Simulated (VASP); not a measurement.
# ReSbP (P-6m2) in VASP: further runs

ReSbP is run at these levels: PBE; tasks: single point.

All numbers are computed with VASP 6.6.1; they aren't measurements. Logs are shortened: lines on timing, memory, paths and dates and some standing lists are left out, and cuts for length are marked.

## (1) The cell of the first run

Symmetry: P-6m2, No. 187, hexagonal system. Conventional cell: a = 4.116 Å, b = 4.116 Å, c = 4.534 Å, α = 90.00°, β = 90.00°, γ = 120.00°. Re (site symmetry -6m2) has 3 P at 2.38 Å within 3.1 Å. Within 4.3 Å of Sb (site symmetry -6m2) lie 6 Re at 3.28 Å and 6 P at 3.28 Å and 6 Sb at 4.12 Å. P (site symmetry -6m2) has 3 Re at 2.38 Å within 3.1 Å.

## (2) Single point, PBE

Input file INCAR:

```
ALGO = Normal ; EDIFF = 1E-6
ENCUT = 520 ; GGA = PE
ISIF = 2 ; ISMEAR = 0
LASPH = T ; LCHARG = T
LELF = T ; LREAL = F
LVHAR = T ; LWAVE = F
NBANDS = 16 ; NELM = 100
PREC = Accurate ; SIGMA = 0.1
```

Input file KPOINTS:

```
k-points
0
Gamma
  6 6 4
```

Input file POSCAR:

```
ReSbP
1.0
    4.1157062900      0.0000000000      0.0000000000
   -2.0578531400      3.5643062000      0.0000000000
    0.0000000000      0.0000000000      4.5342428700
Re Sb P
1 1 1
Direct
    0.0000000000      0.0000000000      0.5000000000
    0.6666666700      0.3333333300      0.0000000000
    0.3333333300      0.6666666700      0.5000000000
```

Potentials or basis: VASP PAW PBE potentials, release 64 (Re, Sb, P).

Launch:

```
> cat potpaw_PBE.64/Re/POTCAR potpaw_PBE.64/Sb/POTCAR potpaw_PBE.64/P/POTCAR > POTCAR
> mpirun -np 1 vasp_std > vasp.out
```

OUTCAR:

```text
EDIFF = 1E-6
   ENCUT = 520
   GGA = PE
   ISIF = 2
   ISMEAR = 0
   LASPH = T
   LREAL = F
   NELM = 100
   PREC = Accurate

 ion  position               nearest neighbor table
   1  0.000  0.000  0.500-   3 2.38   3 2.38   3 2.38   2 3.28   2 3.28   2 3.28   2 3.28   2 3.28
                             2 3.28
   2  0.667  0.333  0.000-   1 3.28   1 3.28   3 3.28   3 3.28   3 3.28   3 3.28   1 3.28   1 3.28
                             1 3.28   1 3.28   3 3.28   3 3.28
   3  0.333  0.667  0.500-   1 2.38   1 2.38   1 2.38   2 3.28   2 3.28   2 3.28   2 3.28   2 3.28
                             2 3.28

  LATTYP: Found a hexagonal cell.
 ALAT       =     4.1157062900
 C/A-ratio  =     1.1016925287

  Lattice vectors:

 A1 = (   4.1157062900,   0.0000000000,   0.0000000000)
 A2 = (  -2.0578531400,   3.5643062000,   0.0000000000)
 A3 = (   0.0000000000,   0.0000000000,   4.5342428700)

Analysis of symmetry for initial positions (statically):
=====================================================================
 Subroutine PRICEL returns:
 Original cell was already a primitive cell.

 Routine SETGRP: Setting up the symmetry group for a
 hexagonal supercell.

 Subroutine GETGRP returns: Found 12 space group operations
 (whereof 12 operations were pure point group operations)
 out of a pool of 24 trial point group operations.

The static configuration has the point symmetry D_3h.

Analysis of symmetry for dynamics (positions and initial velocities):
=====================================================================
 Subroutine PRICEL returns:
 Original cell was already a primitive cell.

 Routine SETGRP: Setting up the symmetry group for a
 hexagonal supercell.

 Subroutine GETGRP returns: Found 12 space group operations
 (whereof 12 operations were pure point group operations)
 out of a pool of 24 trial point group operations.

The dynamic configuration has the point symmetry D_3h.

 Subroutine INISYM returns: Found 12 space group operations
 (whereof 12 operations are pure point group operations),
 and found     1 'primitive' translations

----------------------------------------------------------------------------------------

                                     Primitive cell

  volume of cell :      66.5157

  direct lattice vectors                    reciprocal lattice vectors
     4.115706290  0.000000000  0.000000000     0.242971663  0.140279755  0.000000000
    -2.057853140  3.564306200  0.000000000     0.000000000  0.280559510  0.000000000
     0.000000000  0.000000000  4.534242870     0.000000000  0.000000000  0.220543987

  length of vectors
     4.115706290  4.115706286  4.534242870     0.280559509  0.280559510  0.220543987

  position of ions in fractional coordinates (direct lattice)
     0.000000000  0.000000000  0.500000000
     0.666666670  0.333333330  0.000000000
     0.333333330  0.666666670  0.500000000

  ion indices of the primitive-cell ions
   primitive index   ion index
                 1           1
                 2           2
                 3           3

----------------------------------------------------------------------------------------

 KPOINTS: k-points

Automatic generation of k-mesh.
 Grid dimensions read from file:
 generate k-points for:    6    6    4

 Generating k-lattice:

  Cartesian coordinates                     Fractional coordinates (reciprocal lattice)
     0.040495277  0.023379959  0.000000000     0.166666667  0.000000000  0.000000000
     0.000000000  0.046759918  0.000000000     0.000000000  0.166666667  0.000000000
     0.000000000  0.000000000  0.055135997     0.000000000  0.000000000  0.250000000

  Length of vectors
     0.046759918  0.046759918  0.055135997

  Shift w.r.t. Gamma in fractional coordinates (k-lattice)
     0.000000000  0.000000000  0.000000000

 Subroutine IBZKPT returns following result:
 ===========================================

 Found     21 irreducible k-points:

 Following reciprocal coordinates:
            Coordinates               Weight
  0.000000  0.000000  0.000000      1.000000
  0.166667  0.000000  0.000000      6.000000
  0.333333  0.000000  0.000000      6.000000
  0.500000  0.000000  0.000000      3.000000
  0.166667  0.166667  0.000000      6.000000
  0.333333  0.166667  0.000000     12.000000
[... 13 lines left out ...]
  0.333333  0.166667  0.500000     12.000000
  0.333333  0.333333  0.500000      2.000000
   k-points           NKPTS =     21   k-points in BZ     NKDIM =     21   number of bands    NBANDS=     16
   number of dos      NEDOS =    301   number of ions     NIONS =      3
   total plane-waves  NPLWV =  36864
   dimension x,y,z NGX =    32 NGY =   32 NGZ =   36
   dimension x,y,z NGXF=    64 NGYF=   64 NGZF=   72
   ions per type =               1   1   1
   NGX,Y,Z   is equivalent  to a cutoff of  12.93, 12.93, 13.20 a.u.
   NGXF,Y,Z  is equivalent  to a cutoff of  25.85, 25.85, 26.40 a.u.
 SYSTEM =  unknown system
   PREC   = accura    normal or accurate (medium, high low for compatibility)
   ISTART =      0    job   : 0-new  1-cont  2-samecut
   ICHARG =      2    charge: 1-file 2-atom 10-const
   ISPIN  =      1    spin polarized calculation?
   LNONCOLLINEAR =      F non collinear calculations
   LSORBIT =      F    spin-orbit coupling
   LASPH  =      T    aspherical Exc in radial PAW
   ENCUT  =  520.0 eV  38.22 Ry    6.18 a.u.   7.65  7.65  8.43*2*pi/ulx,y,z
   NELM   =    100;   NELMIN=  2; NELMDL= -5     # of ELM steps
   EDIFF  = 0.1E-05   stopping-criterion for ELM
   LREAL  =      F    real-space projection
   EDIFFG = 0.1E-04   stopping-criterion for IOM
   NSW    =      0    number of steps for IOM
   IBRION =     -1    ionic relax: 0-MD 1-quasi-New 2-CG
   NFREE  =      0    steps in history (QN), initial steepest desc. (CG)
   ISIF   =      2    stress and relaxation
   ISYM   =      2    0-nonsym 1-usesym 2-fastsym
   POTIM  = 0.5000    time-step for ionic-motion
   TEBEG  =    0.0;   TEEND  =   0.0 temperature during run
   PSTRESS=    0.0 pullay stress
   NELECT =      17.0000    total number of electrons
   NUPDOWN=      -1.0000    fix difference up-down
   EMIN   =  10.00;   EMAX   =-10.00  energy-range for DOS
   EFERMI =   0.00;   METHOD = LEGACY
   ISMEAR =     0;   SIGMA  =   0.10  broadening in eV -4-tet -1-fermi 0-gaus
   EFERMI_NEDOS =   21; number of points for ismear=-14 and -15
   IALGO  =     38    algorithm
   IMIX   =      4    mixing-type and parameters
     AMIX     =   0.40;   BMIX     =  1.00
     AMIX_MAG =   1.60;   BMIX_MAG =  1.00
  volume/ion in A,a.u.               =      22.17       149.62
  Fermi-wavevector in a.u.,A,eV,Ry     =   1.038922  1.963279 14.685579  1.079360
  Thomas-Fermi vector in A             =   2.173429
   LORBIT       =      0    0 simple, 1 ext, 2 COOP (PROOUT), +10 PAW based schemes
   GGA     = PE    functional components
   LHFCALC =     F    Hartree Fock is set to
   AEXX    =    0.0000 exact exchange contribution
   IVDW    =     0    specifies the selected vdW correction
   LEPSILON=     F    determine dielectric tensor
   LRPA    =     F    only Hartree local field effects (RPA)
 non-spin polarized calculation
 Gauss-broadening in eV      SIGMA  =   0.10
  energy-cutoff  :      520.00
  volume of cell :       66.52
 maximum number of plane-waves:      1847
 NGX is ok and might be reduce to    32
   NGX = 15   NGY = 15   NGZ = 17

 number of electron      17.0000000 magnetization

 Free energy of the ion-electron system (eV)
  ---------------------------------------------------
  ext. energy  EPLUGINS =         0.00000000
  ---------------------------------------------------
  free energy    TOTEN  =       -20.39727310 eV

  energy without entropy =      -20.38351765  energy(sigma->0) =      -20.39039538

 E-fermi :   6.5118     XC(G=0): -10.5898

 val. band max:        6.4906839396   @ k =   0.0000   0.0000   0.2500
 cond. band min:       6.5271294293   @ k =   0.3333   0.1667   0.2500
 fundamental gap:      0.0364454897
 Fermi energy:         6.5118067740

 k-point     1 :       0.0000    0.0000    0.0000
  band No.  band energies     occupation
      1      -6.0973      2.00000
      2      -1.3929      2.00000
      3       1.7114      2.00000
      4       1.7114      2.00000
      5       2.6929      2.00000
      6       5.8949      2.00000
[... 8 lines left out ...]
     15      13.7984      0.00000
     16      14.7646      0.00000

 k-point     2 :       0.1667    0.0000    0.0000
  band No.  band energies     occupation
      1      -5.7986      2.00000
      2      -1.5948      2.00000
      3       1.8016      2.00000
      4       1.9597      2.00000
      5       2.6495      2.00000
      6       5.3550      2.00000
[... 8 lines left out ...]
     15      14.0646      0.00000
     16      14.6947      0.00000

 k-point     3 :       0.3333    0.0000    0.0000
  band No.  band energies     occupation
      1      -5.0121      2.00000
      2      -2.1946      2.00000
      3       2.1790      2.00000
      4       2.5949      2.00000
      5       2.6374      2.00000
      6       3.7110      2.00000
[... 8 lines left out ...]
     15      14.1210      0.00000
     16      14.5574      0.00000

 k-point     4 :       0.5000    0.0000    0.0000
  band No.  band energies     occupation
      1      -4.3695      2.00000
      2      -2.7374      2.00000
      3       2.1950      2.00000
      4       2.6673      2.00000
      5       3.0620      2.00000
      6       3.4890      2.00000
[... 8 lines left out ...]
     15      12.7606      0.00000
     16      16.0754      0.00000

 k-point     5 :       0.1667    0.1667    0.0000
  band No.  band energies     occupation
      1      -5.2518      2.00000
      2      -1.9652      2.00000
      3       1.8667      2.00000
      4       2.4992      2.00000
      5       2.6615      2.00000
      6       4.1537      2.00000
[... 8 lines left out ...]
     15      13.4564      0.00000
     16      14.2079      0.00000

 k-point     6 :       0.3333    0.1667    0.0000
  band No.  band energies     occupation
      1      -4.4543      2.00000
      2      -2.4956      2.00000
      3       1.4273      2.00000
      4       2.8126      2.00000
      5       3.4044      2.00000
      6       3.7923      2.00000
[... 8 lines left out ...]
     15      12.2238      0.00000
     16      14.1654      0.00000
[... 210 lines left out ...]
 k-point    18 :       0.5000    0.0000    0.5000
  band No.  band energies     occupation
      1      -4.0762      2.00000
      2      -2.3179      2.00000
      3       0.4784      2.00000
      4       1.7019      2.00000
      5       3.3970      2.00000
      6       4.1917      2.00000
[... 8 lines left out ...]
     15      13.4781      0.00000
     16      15.9676      0.00000

 k-point    19 :       0.1667    0.1667    0.5000
  band No.  band energies     occupation
      1      -4.5863      2.00000
      2      -2.7938      2.00000
      3       0.9061      2.00000
      4       2.6003      2.00000
      5       2.9684      2.00000
      6       4.4583      2.00000
[... 8 lines left out ...]
     15      12.8679      0.00000
     16      15.0243      0.00000

 k-point    20 :       0.3333    0.1667    0.5000
  band No.  band energies     occupation
      1      -4.0916      2.00000
      2      -2.3215      2.00000
      3       0.7329      2.00000
      4       1.7530      2.00000
      5       2.8671      2.00000
      6       4.1145      2.00000
[... 8 lines left out ...]
     15      13.5835      0.00000
     16      16.0217      0.00000

 k-point    21 :       0.3333    0.3333    0.5000
  band No.  band energies     occupation
      1      -3.9238      2.00000
      2      -2.1161      2.00000
      3       1.3690      2.00000
      4       1.4976      2.00000
      5       1.6653      2.00000
      6       3.9649      2.00000
[... 8 lines left out ...]
     15      14.7258      0.00000
     16      15.7100      0.00000

------------------------ aborting loop because EDIFF is reached ----------------------------------------

  FORCE on cell =-STRESS in cart. coord.  units (eV):
  Direction    XX          YY          ZZ          XY          YZ          ZX
  --------------------------------------------------------------------------------------
  -------------------------------------------------------------------------------------
  Total       -5.2821584     -5.2821584     -2.4591151     -0.0000000     -0.0000000      0.0000000
  in kB     -127.2324368   -127.2324367    -59.2332105     -0.0000002     -0.0000000      0.0000000
  external PRESSURE =    -104.5660280 kB  Pullay stress =       0.0000000 kB

 VOLUME and BASIS-vectors are now :
 -----------------------------------------------------------------------------
  energy-cutoff  :      520.00
  volume of cell :       66.52
      direct lattice vectors                 reciprocal lattice vectors
     4.115706290  0.000000000  0.000000000     0.242971663  0.140279755  0.000000000
    -2.057853140  3.564306200  0.000000000     0.000000000  0.280559510  0.000000000
     0.000000000  0.000000000  4.534242870     0.000000000  0.000000000  0.220543987

 POSITION                                       TOTAL-FORCE (eV/Angst)
 -----------------------------------------------------------------------------------
      0.00000      0.00000      2.26712        -0.000000      0.000000      0.000000
      2.05785      1.18810      0.00000        -0.000000      0.000000      0.000000
     -0.00000      2.37620      2.26712         0.000000     -0.000000      0.000000
 -----------------------------------------------------------------------------------
    total drift:                               -0.000000      0.000000     -0.000000

  FREE ENERGIE OF THE ION-ELECTRON SYSTEM (eV)
  ---------------------------------------------------
  free  energy   TOTEN  =       -20.3972731018 eV

  energy  without entropy=      -20.3835176492  energy(sigma->0) =      -20.39039538
```

It used 15 s of CPU time on 1 thread of Intel(R) Xeon(R) Platinum 8488C (Sapphire Rapids), with other jobs on the host.

What came out:

```
Free energy : -20.3973 eV
Pressure    : -10.5 GPa
```

Caveat: spin-orbit coupling is left out, which moves the levels of the heavy elements.

## (3) Single point, PBE

Input file INCAR:

```
ALGO = Normal ; EDIFF = 1E-6
ENCUT = 500 ; GGA = PE
GGA_COMPAT = F ; ISIF = 2
ISMEAR = 0 ; LASPH = T
LCHARG = T ; LELF = T
LREAL = F ; LVHAR = T
LWAVE = F ; NBANDS = 24
NELM = 120 ; PREC = Accurate
SIGMA = 0.1
```

KPOINTS is that of step 2.

POSCAR is that of step 2.

Potentials or basis: VASP PAW PBE potentials, release 64 (Re_sv_GW, Sb_d_GW, P).

Launch:

```
> cat potpaw_PBE.64/Re_sv_GW/POTCAR potpaw_PBE.64/Sb_d_GW/POTCAR potpaw_PBE.64/P/POTCAR > POTCAR
> mpirun -np 1 vasp_std > vasp.out
```

OUTCAR:

```text
EDIFF = 1E-6
   ENCUT = 500
   GGA = PE
   ISIF = 2
   ISMEAR = 0
   LASPH = T
   LREAL = F
   NELM = 120
   PREC = Accurate

 ion  position               nearest neighbor table
   1  0.000  0.000  0.500-   3 2.38   3 2.38   3 2.38   2 3.28   2 3.28   2 3.28   2 3.28   2 3.28
                             2 3.28
   2  0.667  0.333  0.000-   1 3.28   1 3.28   1 3.28   1 3.28   1 3.28   1 3.28
   3  0.333  0.667  0.500-   1 2.38   1 2.38   1 2.38

  LATTYP: Found a hexagonal cell.
 ALAT       =     4.1157062900
[... 756 lines left out ...]

  FORCE on cell =-STRESS in cart. coord.  units (eV):
  Direction    XX          YY          ZZ          XY          YZ          ZX
  --------------------------------------------------------------------------------------
  -------------------------------------------------------------------------------------
  Total       -5.6033150     -5.6033150     -2.6305725     -0.0000000      0.0000000      0.0000000
  in kB     -134.9682006   -134.9682005    -63.3631409     -0.0000002      0.0000000      0.0000000
  external PRESSURE =    -111.0998473 kB  Pullay stress =       0.0000000 kB

 VOLUME and BASIS-vectors are now :
 -----------------------------------------------------------------------------
  energy-cutoff  :      500.00
  volume of cell :       66.52
      direct lattice vectors                 reciprocal lattice vectors
     4.115706290  0.000000000  0.000000000     0.242971663  0.140279755  0.000000000
    -2.057853140  3.564306200  0.000000000     0.000000000  0.280559510  0.000000000
     0.000000000  0.000000000  4.534242870     0.000000000  0.000000000  0.220543987

 POSITION                                       TOTAL-FORCE (eV/Angst)
 -----------------------------------------------------------------------------------
      0.00000      0.00000      2.26712         0.000000      0.000000      0.000000
      2.05785      1.18810      0.00000        -0.000000      0.000000      0.000000
     -0.00000      2.37620      2.26712         0.000000     -0.000000      0.000000
 -----------------------------------------------------------------------------------
    total drift:                               -0.000006      0.000004      0.000000

  FREE ENERGIE OF THE ION-ELECTRON SYSTEM (eV)
  ---------------------------------------------------
  free  energy   TOTEN  =       -22.0322075706 eV

  energy  without entropy=      -22.0190836001  energy(sigma->0) =      -22.02564559
```

OSZICAR:

```text
N       E                     dE             d eps       ncg     rms          rms(c)
DAV:   1     0.328144708362E+03    0.32814E+03   -0.15256E+04  1552   0.123E+04
DAV:   2     0.102039840798E+02   -0.31794E+03   -0.30975E+03  1656   0.166E+03
DAV:   3    -0.236750981272E+02   -0.33879E+02   -0.33539E+02  1912   0.218E+02
DAV:   4    -0.244860146293E+02   -0.81092E+00   -0.80741E+00  1456   0.238E+01
DAV:   5    -0.245106831314E+02   -0.24669E-01   -0.24655E-01  1304   0.352E+00    0.930E+01
DAV:   6    -0.237276100763E+02    0.78307E+00   -0.29334E+01  1456   0.232E+01    0.834E+01
DAV:   7    -0.226438835432E+02    0.10837E+01   -0.14528E+01  1488   0.364E+01    0.228E+01
DAV:   8    -0.220243681407E+02    0.61952E+00   -0.21784E+00  1544   0.114E+01    0.118E+00
DAV:   9    -0.220319853345E+02   -0.76172E-02   -0.10976E-01  1248   0.206E+00    0.216E+00
DAV:  10    -0.220323041132E+02   -0.31878E-03   -0.45327E-03  1600   0.862E-01    0.929E-01
DAV:  11    -0.220322795410E+02    0.24572E-04   -0.10548E-03  1360   0.546E-01    0.160E+00
DAV:  12    -0.220322064540E+02    0.73087E-04   -0.26982E-04  1472   0.272E-01    0.150E-01
DAV:  13    -0.220322063866E+02    0.67357E-07   -0.14653E-05  1152   0.308E-02    0.697E-02
DAV:  14    -0.220322075682E+02   -0.11816E-05   -0.16450E-06   920   0.173E-02    0.994E-03
DAV:  15    -0.220322075706E+02   -0.23656E-08   -0.38714E-07   696   0.268E-02
   1 F= -.22032208E+02 E0= -.22025646E+02  d E =-.131240E-01
```

Run time: 64 s. Hardware: 1 thread of AMD EPYC 7R43 (Zen 3), shared host; peak memory 0.16 GiB.

Results:

- Free energy: -22.0322 eV
- Pressure: -11.1 GPa

Stress tensor (GPa, compression positive):
```
-13.50   0.00   0.00
  0.00 -13.50   0.00
  0.00   0.00  -6.34
```

Caveat: spin-orbit coupling is left out, which moves the levels of the heavy elements.
